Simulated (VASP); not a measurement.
Input of a VASP 6.6.1 run:

File POSCAR:

```
Sb
1.0
    2.1706020527      1.2531976795      3.8710910875
   -2.1706020527      1.2531976795      3.8710910875
    0.0000000000     -2.5063953589      3.8710910875
Sb
2
Direct
    0.2313018333      0.2313018333      0.2313018333
    0.7686981667      0.7686981667      0.7686981667
```

The input INCAR.step1:

```
SYSTEM = Sb
PREC = Accurate
ENCUT = 520
ISMEAR = 1
SIGMA = 0.1
LREAL = .FALSE.
LASPH = .TRUE.
NELM = 60
NBANDS = 12
GGA = PE
ALGO = Normal
EDIFF = 1E-4
LWAVE = .TRUE.
LCHARG = .FALSE.
```

File INCAR.step2:

```
SYSTEM = Sb
PREC = Accurate
ENCUT = 520
EDIFF = 1E-6
ISMEAR = 1
SIGMA = 0.1
LREAL = .FALSE.
LASPH = .TRUE.
NELM = 60
ALGO = Normal
ISIF = 2
LWAVE = .FALSE.
LCHARG = .FALSE.
METAGGA = R2SCAN
LMIXTAU = .TRUE.
NBANDS = 12
ISTART = 1
```

The input KPOINTS:

```
Automatic mesh
0
G
  9 9 9
  0 0 0
```

Potentials or basis: VASP PAW PBE potentials, release 64 (Sb).

Run with:

```bash
$ cat potpaw_PBE.64/Sb/POTCAR > POTCAR
$ cp INCAR.step1 INCAR
$ mpirun -np 1 vasp_std > vasp.out
$ cp INCAR.step2 INCAR
$ mpirun -np 1 vasp_std > vasp.out
```

(1) Estimate the pressure.

(2) What does it give for the largest force?

Answers

(1) 0.1 GPa.

(2) 0.048 eV/Å.

Caveat: the PAW data sets were made with another functional, which shifts forces and pressure a little.
